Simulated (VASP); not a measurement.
# Mg2MoH (P-3m1) in VASP: further runs

Mg2MoH is run at these levels: PBE; tasks: single point.

Everything below comes from runs of VASP 6.6.1. Logs are shortened: lines on timing, memory, paths and dates and some standing lists are left out, and cuts for length are marked.

## Step 1: The cell of the first run

It takes space group P-3m1 (No. 164, trigonal). Conventional cell: a = 2.976 Å, b = 2.976 Å, c = 7.519 Å, α = 90.00°, β = 90.00°, γ = 120.00°. Within 3.0 Å of Mg (site symmetry 3m) lie 3 H at 2.28 Å and 3 Mo at 2.84 Å and 6 Mg at 2.98 Å. H (site symmetry -3m) has 6 Mg at 2.28 Å and 6 H at 2.98 Å within 3.0 Å. Within 3.8 Å of Mo (site symmetry -3m) lie 6 Mg at 2.84 Å and 6 Mo at 2.98 Å and 2 H at 3.76 Å.

## Step 2: Single point, PBE

File INCAR:

```
ALGO = Normal ; EDIFF = 1E-6
ENCUT = 520 ; GGA = PE
ISIF = 2 ; ISMEAR = 0
LASPH = T ; LCHARG = F
LREAL = F ; LWAVE = F
NBANDS = 18 ; NELM = 60
PREC = Accurate ; SIGMA = 0.1
```

File KPOINTS:

```
k-points
0
Gamma
  6 6 4
```

File POSCAR:

```
Mg2MoH
1.0
    2.9764025687     -0.0000000023      0.0000000000
   -1.4882012824      2.5776402376      0.0000000000
    0.0000000000      0.0000000000      7.5192006340
Mg H Mo
2 1 1
Direct
    0.3333333333      0.6666666667      0.8001881355
    0.6666666667      0.3333333333      0.1998118645
    0.0000000000      0.0000000000      0.0000000000
    0.0000000000      0.0000000000      0.5000000000
```

Potentials or basis: VASP PAW PBE potentials, release 64 (Mg, H, Mo_sv).

Launch:

```bash
$ cat potpaw_PBE.64/Mg/POTCAR potpaw_PBE.64/H/POTCAR potpaw_PBE.64/Mo_sv/POTCAR > POTCAR
$ mpirun -np 1 vasp_std > vasp.out
```

OUTCAR:

```text
EDIFF = 1E-6
   ENCUT = 520
   GGA = PE
   ISIF = 2
   ISMEAR = 0
   LASPH = T
   LREAL = F
   NELM = 60
   PREC = Accurate

 ion  position               nearest neighbor table
   1  0.333  0.667  0.800-   4 2.84   4 2.84   4 2.84   2 3.46   2 3.46   2 3.46
   2  0.667  0.333  0.200-   4 2.84   4 2.84   4 2.84   1 3.46   1 3.46   1 3.46
   3  0.000  0.000  0.000-
   4  0.000  0.000  0.500-   1 2.84   2 2.84   2 2.84   1 2.84   2 2.84   1 2.84

  LATTYP: Found a hexagonal cell.
 ALAT       =     2.9764025687
 C/A-ratio  =     2.5262713831

  Lattice vectors:

 A1 = (   2.9764025687,  -0.0000000023,   0.0000000000)
 A2 = (  -1.4882012824,   2.5776402376,   0.0000000000)
 A3 = (   0.0000000000,   0.0000000000,   7.5192006340)

Analysis of symmetry for initial positions (statically):
=====================================================================
 Subroutine PRICEL returns:
 Original cell was already a primitive cell.

 Routine SETGRP: Setting up the symmetry group for a
 hexagonal supercell.

 Subroutine GETGRP returns: Found 12 space group operations
 (whereof 12 operations were pure point group operations)
 out of a pool of 24 trial point group operations.

The static configuration has the point symmetry D_3d.

Analysis of symmetry for dynamics (positions and initial velocities):
=====================================================================
 Subroutine PRICEL returns:
 Original cell was already a primitive cell.

 Routine SETGRP: Setting up the symmetry group for a
 hexagonal supercell.

 Subroutine GETGRP returns: Found 12 space group operations
 (whereof 12 operations were pure point group operations)
 out of a pool of 24 trial point group operations.

The dynamic configuration has the point symmetry D_3d.

 Subroutine INISYM returns: Found 12 space group operations
 (whereof 12 operations are pure point group operations),
 and found     1 'primitive' translations

----------------------------------------------------------------------------------------

                                     Primitive cell

  volume of cell :      57.6880

  direct lattice vectors                    reciprocal lattice vectors
     2.976402569 -0.000000002  0.000000000     0.335976057  0.193975867  0.000000000
    -1.488201282  2.577640238  0.000000000     0.000000000  0.387951734  0.000000000
     0.000000000  0.000000000  7.519200634     0.000000000  0.000000000  0.132992860

  length of vectors
     2.976402569  2.976402569  7.519200634     0.387951734  0.387951734  0.132992860

  position of ions in fractional coordinates (direct lattice)
     0.333333333  0.666666667  0.800188136
     0.666666667  0.333333333  0.199811864
     0.000000000  0.000000000  0.000000000
     0.000000000  0.000000000  0.500000000

  ion indices of the primitive-cell ions
   primitive index   ion index
                 1           1
                 2           2
                 3           3
                 4           4

----------------------------------------------------------------------------------------

 KPOINTS: k-points

Automatic generation of k-mesh.
 Grid dimensions read from file:
 generate k-points for:    6    6    4

 Generating k-lattice:

  Cartesian coordinates                     Fractional coordinates (reciprocal lattice)
     0.055996010  0.032329311  0.000000000     0.166666667 -0.000000000  0.000000000
     0.000000000  0.064658622  0.000000000     0.000000000  0.166666667  0.000000000
     0.000000000  0.000000000  0.033248215     0.000000000  0.000000000  0.250000000

  Length of vectors
     0.064658622  0.064658622  0.033248215

  Shift w.r.t. Gamma in fractional coordinates (k-lattice)
     0.000000000  0.000000000  0.000000000

 Subroutine IBZKPT returns following result:
 ===========================================

 Found     24 irreducible k-points:

 Following reciprocal coordinates:
            Coordinates               Weight
  0.000000  0.000000  0.000000      1.000000
  0.166667  0.000000  0.000000      6.000000
  0.333333  0.000000  0.000000      6.000000
  0.500000  0.000000  0.000000      3.000000
  0.166667  0.166667  0.000000      6.000000
  0.333333  0.166667  0.000000     12.000000
[... 16 lines left out ...]
  0.333333  0.166667  0.500000     12.000000
  0.333333  0.333333  0.500000      2.000000
   k-points           NKPTS =     24   k-points in BZ     NKDIM =     24   number of bands    NBANDS=     18
   number of dos      NEDOS =    301   number of ions     NIONS =      4
   total plane-waves  NPLWV =  32256
   dimension x,y,z NGX =    24 NGY =   24 NGZ =   56
   dimension x,y,z NGXF=    48 NGYF=   48 NGZF=  112
   ions per type =               2   1   1
   NGX,Y,Z   is equivalent  to a cutoff of  13.41, 13.41, 12.38 a.u.
   NGXF,Y,Z  is equivalent  to a cutoff of  26.81, 26.81, 24.76 a.u.
 SYSTEM =  unknown system
   PREC   = accura    normal or accurate (medium, high low for compatibility)
   ISTART =      0    job   : 0-new  1-cont  2-samecut
   ICHARG =      2    charge: 1-file 2-atom 10-const
   ISPIN  =      1    spin polarized calculation?
   LNONCOLLINEAR =      F non collinear calculations
   LSORBIT =      F    spin-orbit coupling
   LASPH  =      T    aspherical Exc in radial PAW
   ENCUT  =  520.0 eV  38.22 Ry    6.18 a.u.   5.53  5.53 13.98*2*pi/ulx,y,z
   NELM   =     60;   NELMIN=  2; NELMDL= -5     # of ELM steps
   EDIFF  = 0.1E-05   stopping-criterion for ELM
   LREAL  =      F    real-space projection
   EDIFFG = 0.1E-04   stopping-criterion for IOM
   NSW    =      0    number of steps for IOM
   IBRION =     -1    ionic relax: 0-MD 1-quasi-New 2-CG
   NFREE  =      0    steps in history (QN), initial steepest desc. (CG)
   ISIF   =      2    stress and relaxation
   ISYM   =      2    0-nonsym 1-usesym 2-fastsym
   POTIM  = 0.5000    time-step for ionic-motion
   TEBEG  =    0.0;   TEEND  =   0.0 temperature during run
   PSTRESS=    0.0 pullay stress
   NELECT =      19.0000    total number of electrons
   NUPDOWN=      -1.0000    fix difference up-down
   EMIN   =  10.00;   EMAX   =-10.00  energy-range for DOS
   EFERMI =   0.00;   METHOD = LEGACY
   ISMEAR =     0;   SIGMA  =   0.10  broadening in eV -4-tet -1-fermi 0-gaus
   EFERMI_NEDOS =   21; number of points for ismear=-14 and -15
   IALGO  =     38    algorithm
   IMIX   =      4    mixing-type and parameters
     AMIX     =   0.40;   BMIX     =  1.00
     AMIX_MAG =   1.60;   BMIX_MAG =  1.00
  volume/ion in A,a.u.               =      14.42        97.32
  Fermi-wavevector in a.u.,A,eV,Ry     =   1.130570  2.136468 17.390813  1.278189
  Thomas-Fermi vector in A             =   2.267267
   LORBIT       =      0    0 simple, 1 ext, 2 COOP (PROOUT), +10 PAW based schemes
   GGA     = PE    functional components
   LHFCALC =     F    Hartree Fock is set to
   AEXX    =    0.0000 exact exchange contribution
   IVDW    =     0    specifies the selected vdW correction
   LEPSILON=     F    determine dielectric tensor
   LRPA    =     F    only Hartree local field effects (RPA)
 non-spin polarized calculation
 Gauss-broadening in eV      SIGMA  =   0.10
  energy-cutoff  :      520.00
  volume of cell :       57.69
 maximum number of plane-waves:      1600
 NGX is ok and might be reduce to    24
   NGX = 11   NGY = 11   NGZ = 27

 number of electron      19.0000002 magnetization

 Free energy of the ion-electron system (eV)
  ---------------------------------------------------
  ext. energy  EPLUGINS =         0.00000000
  ---------------------------------------------------
  free energy    TOTEN  =       -16.01724067 eV

  energy without entropy =      -16.01374001  energy(sigma->0) =      -16.01549034

 E-fermi :   5.8704     XC(G=0): -10.3125

 val. band max:        5.8556439470   @ k =   0.1667   0.1667   0.0000
 cond. band min:       6.0542191084   @ k =   0.5000   0.0000   0.0000
 fundamental gap:      0.1985751614
 Fermi energy:         5.8703911568

 k-point     1 :       0.0000    0.0000    0.0000
  band No.  band energies     occupation
      1     -54.7316      2.00000
      2     -28.8746      2.00000
      3     -28.4394      2.00000
      4     -28.4394      2.00000
      5      -3.2759      2.00000
      6       0.4645      2.00000
[... 10 lines left out ...]
     17      18.0118      0.00000
     18      18.3299      0.00000

 k-point     2 :       0.1667    0.0000    0.0000
  band No.  band energies     occupation
      1     -54.7118      2.00000
      2     -28.8515      2.00000
      3     -28.5953      2.00000
      4     -28.4759      2.00000
      5      -2.7035      2.00000
      6       1.1974      2.00000
[... 10 lines left out ...]
     17      16.2195      0.00000
     18      16.7084      0.00000

 k-point     3 :       0.3333    0.0000    0.0000
  band No.  band energies     occupation
      1     -54.6721      2.00000
      2     -28.8987      2.00000
      3     -28.8049      2.00000
      4     -28.5482      2.00000
      5      -1.1111      2.00000
      6       2.3923      2.00000
[... 10 lines left out ...]
     17      13.5352      0.00000
     18      14.6610      0.00000

 k-point     4 :       0.5000    0.0000    0.0000
  band No.  band energies     occupation
      1     -54.6521      2.00000
      2     -29.0465      2.00000
      3     -28.7815      2.00000
      4     -28.5840      2.00000
      5       0.3832      2.00000
      6       2.6635      2.00000
[... 375 lines left out ...]
      4     -28.5604      2.00000
      5      -1.5297      2.00000
      6       1.3110      2.00000
[... 10 lines left out ...]
     17      14.1281      0.00000
     18      16.2645      0.00000

 k-point    23 :       0.3333    0.1667    0.5000
  band No.  band energies     occupation
      1     -54.6522      2.00000
      2     -28.9701      2.00000
      3     -28.7815      2.00000
      4     -28.6647      2.00000
      5       0.2406      2.00000
      6       3.0648      2.00000
[... 10 lines left out ...]
     17      12.3859      0.00000
     18      14.7414      0.00000

 k-point    24 :       0.3333    0.3333    0.5000
  band No.  band energies     occupation
      1     -54.6422      2.00000
      2     -28.8655      2.00000
      3     -28.8655      2.00000
      4     -28.7698      2.00000
      5       1.1527      2.00000
      6       3.9391      2.00000
[... 10 lines left out ...]
     17      13.6546      0.00000
     18      14.2396      0.00000

------------------------ aborting loop because EDIFF is reached ----------------------------------------

  FORCE on cell =-STRESS in cart. coord.  units (eV):
  Direction    XX          YY          ZZ          XY          YZ          ZX
  --------------------------------------------------------------------------------------
  -------------------------------------------------------------------------------------
  Total        0.0071675      0.0071675      0.0999580     -0.0000000     -0.0000000     -0.0000000
  in kB        0.1990627      0.1990627      2.7761460     -0.0000000     -0.0000000     -0.0000000
  external PRESSURE =       1.0580905 kB  Pullay stress =       0.0000000 kB

 VOLUME and BASIS-vectors are now :
 -----------------------------------------------------------------------------
  energy-cutoff  :      520.00
  volume of cell :       57.69
      direct lattice vectors                 reciprocal lattice vectors
     2.976402569 -0.000000002  0.000000000     0.335976057  0.193975867  0.000000000
    -1.488201282  2.577640238  0.000000000     0.000000000  0.387951734  0.000000000
     0.000000000  0.000000000  7.519200634     0.000000000  0.000000000  0.132992860

 POSITION                                       TOTAL-FORCE (eV/Angst)
 -----------------------------------------------------------------------------------
      0.00000      1.71843      6.01678        -0.000000      0.000000      0.022093
      1.48820      0.85921      1.50243         0.000000     -0.000000     -0.022093
      0.00000      0.00000      0.00000        -0.000000      0.000000      0.000000
      0.00000      0.00000      3.75960        -0.000000      0.000000      0.000000
 -----------------------------------------------------------------------------------
    total drift:                                0.000000      0.000000      0.000000

  FREE ENERGIE OF THE ION-ELECTRON SYSTEM (eV)
  ---------------------------------------------------
  free  energy   TOTEN  =       -16.0172406706 eV

  energy  without entropy=      -16.0137400086  energy(sigma->0) =      -16.01549034
```

Wall time 31 s (1 thread of Intel Xeon 8259CL, shared host); peak memory 0.19 GiB.

What came out:

```
Free energy            : -16.0172 eV
Pressure               : 0.1 GPa
Largest force          : 0.022 eV/Å
Band gap on the k mesh : zero (an odd number of electrons rules out a gap without spin polarisation)
```

Forces on the atoms (eV/Å):
```
Mg   0.000  0.000  0.022
Mg   0.000  0.000 -0.022
H    0.000  0.000  0.000
Mo   0.000  0.000  0.000
```

Levels at points of the mesh, in eV from the Fermi level:
| k point | band 6 | band 7 | band 8 | band 9 | band 10 | band 11 | band 12 | band 13 | band 14 | band 15 |
| --- | --- | --- | --- | --- | --- | --- | --- | --- | --- | --- |
| (0.00, 0.00, 0.00) | -5.41 | -4.87 | -2.33 | -0.14 | -0.14 | 1.68 | 1.68 | 2.79 | 5.22 | 9.60 |
| (0.50, 0.00, 0.00) | -3.21 | -3.00 | -1.87 | -0.81 | 0.18 | 0.82 | 1.31 | 3.25 | 3.49 | 5.78 |
| (0.00, 0.00, 0.50) | -6.51 | -3.21 | -2.48 | -0.14 | -0.14 | 1.18 | 1.67 | 1.67 | 6.90 | 9.58 |
| (0.50, 0.00, 0.50) | -3.32 | -3.26 | -1.57 | -0.65 | -0.36 | 0.81 | 2.11 | 3.49 | 3.61 | 4.73 |

Caveat: the k points lie up to 0.41 Å⁻¹ apart, too coarse for converged energies and pressures of a metal.

## Step 3: Single point, PBE

This run uses another cell than the first one, of 18.22 Å³/atom.

File INCAR:

```
PREC = Accurate
ENCUT = 520
EDIFF = 1E-7
ISMEAR = 0
SIGMA = 0.1
LREAL = False
LASPH = True
NELM = 100
ALGO = Normal
ISIF = 2
LWAVE = False
LCHARG = True
GGA = PE
LELF = True
LVHAR = True
NBANDS = 18
```

File KPOINTS:

```
regular mesh
0
Gamma
  6 6 4
```

File POSCAR:

```
Mg2MoH
1.0
    3.7438088900      0.0000000000      0.0000000000
   -1.8719044400      3.2422336100      0.0000000000
    0.0000000000      0.0000000000      6.0051655200
Mg H Mo
2 1 1
Direct
    0.3333333300      0.6666666700      0.8464311100
    0.6666666700      0.3333333300      0.1535688900
    0.0000000000      0.0000000000      0.0000000000
    0.0000000000      0.0000000000      0.5000000000
```

Potentials or basis: VASP PAW PBE potentials, release 64 (Mg, H, Mo_sv).

Launch:

```bash
$ cat potpaw_PBE.64/Mg/POTCAR potpaw_PBE.64/H/POTCAR potpaw_PBE.64/Mo_sv/POTCAR > POTCAR
$ mpirun -np 1 vasp_std > vasp.out
```

Run time: 44 s. Hardware: 1 thread of Intel Xeon 8259CL, shared host; peak memory 0.2 GiB.

It converged, with:

```
Free energy            : -13.1442 eV
Pressure               : -9.8 GPa
Largest force          : 1.663 eV/Å
Band gap on the k mesh : zero (an odd number of electrons rules out a gap without spin polarisation)
```

Forces in eV/Å, atoms in the order of the input:
```
Mg   0.000  0.000 -1.663
Mg   0.000  0.000  1.663
H    0.000  0.000  0.000
Mo   0.000  0.000  0.000
```

Stress tensor (GPa, compression positive):
```
-11.40   0.00   0.00
  0.00 -11.40   0.00
  0.00   0.00  -6.60
```

Levels at points of the mesh, in eV from the Fermi level:
| k point | band 6 | band 7 | band 8 | band 9 | band 10 | band 11 | band 12 | band 13 | band 14 | band 15 |
| --- | --- | --- | --- | --- | --- | --- | --- | --- | --- | --- |
| (0.00, 0.00, 0.00) | -3.20 | -1.80 | -0.29 | -0.29 | 0.40 | 0.41 | 0.41 | 3.73 | 6.34 | 6.34 |
| (0.50, 0.00, 0.00) | -2.92 | -1.94 | -1.50 | 0.01 | 0.76 | 1.19 | 1.21 | 1.74 | 2.76 | 3.21 |
| (0.00, 0.00, 0.50) | -4.57 | -0.99 | -0.28 | -0.28 | 0.36 | 0.36 | 1.36 | 4.43 | 5.75 | 6.60 |
| (0.50, 0.00, 0.50) | -3.22 | -2.12 | -0.67 | -0.61 | -0.12 | 0.26 | 1.19 | 2.39 | 2.71 | 4.18 |

Caveat: the cell stands under tension; forces of over 1 eV/Å act on the atoms, so gaps and moduli don't describe the material at rest.

## Step 4: Single point, PBE, collinear spin

File INCAR:

```
PREC = Accurate
ENCUT = 520
EDIFF = 1E-6
ISMEAR = 0
SIGMA = 0.1
LREAL = F
LASPH = T
NELM = 150
ALGO = Normal
ISIF = 2
LWAVE = F
LCHARG = T
ISPIN = 2
MAGMOM = 0 0 0 1
LORBIT = 11
LMAXMIX = 4
GGA = PE
LELF = T
LVHAR = T
NBANDS = 22
```

File KPOINTS:

```
regular mesh
0
Gamma
  6 6 2
```

File POSCAR:

```
Mg2MoH
1.0
    2.9764025687      0.0000000000      0.0000000000
   -1.4882012844      2.5776402364      0.0000000000
    0.0000000000      0.0000000000      7.5192006340
Mg H Mo
2 1 1
Direct
    0.3333333333      0.6666666667      0.8001881355
    0.6666666667      0.3333333333      0.1998118645
    0.0000000000      0.0000000000      0.0000000000
    0.0000000000      0.0000000000      0.5000000000
```

Launch:

```bash
$ cat potpaw_PBE.64/Mg/POTCAR potpaw_PBE.64/H/POTCAR potpaw_PBE.64/Mo_sv/POTCAR > POTCAR
$ mpirun -np 1 vasp_std > vasp.out
```

Run time: 67 s. Hardware: 1 thread of Intel Xeon 8259CL, shared host; peak memory 0.21 GiB.

The run converged. Its results:

```
Free energy                                           : -15.9798 eV
Pressure                                              : 0.4 GPa
Largest force                                         : 0.004 eV/Å
Net moment                                            : 0.00 μB per cell
Valence electrons inside the program's atomic spheres : Mg 0.41; H 0.51; Mo 12.28
```

Forces in eV/Å, atoms in the order of the input:
```
Mg   0.000  0.000  0.004
Mg   0.000  0.000 -0.004
H    0.000  0.000  0.000
Mo   0.000  0.000  0.000
```

Stress tensor (GPa, compression positive):
```
-0.28  0.00  0.00
 0.00 -0.28  0.00
 0.00  0.00  1.64
```

Levels at points of the mesh, in eV from the Fermi level:
Spin up:
| k point | band 7 | band 8 | band 9 | band 10 | band 11 | band 12 | band 13 | band 14 |
| --- | --- | --- | --- | --- | --- | --- | --- | --- |
| (0.00, 0.00, 0.00) | -4.75 | -2.23 | -0.06 | -0.06 | 1.77 | 1.77 | 2.89 | 5.32 |
| (0.50, 0.00, 0.00) | -2.90 | -1.77 | -0.70 | 0.30 | 0.91 | 1.41 | 3.35 | 3.56 |
| (0.00, 0.00, 0.50) | -3.12 | -2.37 | -0.06 | -0.06 | 1.29 | 1.77 | 1.77 | 7.00 |
| (0.50, 0.00, 0.50) | -3.16 | -1.46 | -0.55 | -0.25 | 0.91 | 2.23 | 3.56 | 3.72 |
Spin down:
| k point | band 8 | band 9 | band 10 | band 11 | band 12 | band 13 |
| --- | --- | --- | --- | --- | --- | --- |
| (0.00, 0.00, 0.00) | -2.23 | -0.06 | -0.06 | 1.77 | 1.77 | 2.89 |
| (0.50, 0.00, 0.00) | -1.77 | -0.70 | 0.30 | 0.91 | 1.41 | 3.35 |
| (0.00, 0.00, 0.50) | -2.37 | -0.06 | -0.06 | 1.29 | 1.77 | 1.77 |
| (0.50, 0.00, 0.50) | -1.46 | -0.55 | -0.25 | 0.91 | 2.23 | 3.56 |

Caveat: the k points lie up to 0.42 Å⁻¹ apart.

## Step 5: Overview

```tsv
spin	cell	k mesh	gap on the mesh (eV)	pressure (GPa)	largest force (eV/Å)
off	a = 2.976, b = 2.976, c = 7.519 Å, angles 90.0, 90.0, 120.0°, 4 atoms, atomic positions A	6 × 6 × 4	none	0.1	0.02
off	a = 3.744, b = 3.744, c = 6.005 Å, angles 90.0, 90.0, 120.0°, 4 atoms, atomic positions B	6 × 6 × 4	none	-9.8	1.66
collinear	a = 2.976, b = 2.976, c = 7.519 Å, angles 90.0, 90.0, 120.0°, 4 atoms, atomic positions A	6 × 6 × 2	none	0.4	-
```

Alike in all rows: task single point; level PBE; potentials or basis VASP PAW PBE potentials, release 64 (Mg, H, Mo_sv); cutoff (eV) 520; smearing gaussian 0.1 eV.

Caveats: some runs use coarse meshes; the cell stands under tension (at least some runs); forces of over 1 eV/Å act on the atoms, so gaps and moduli don't describe the material at rest (at least some runs).

Absolute energies hang on the potentials; compare differences alone.
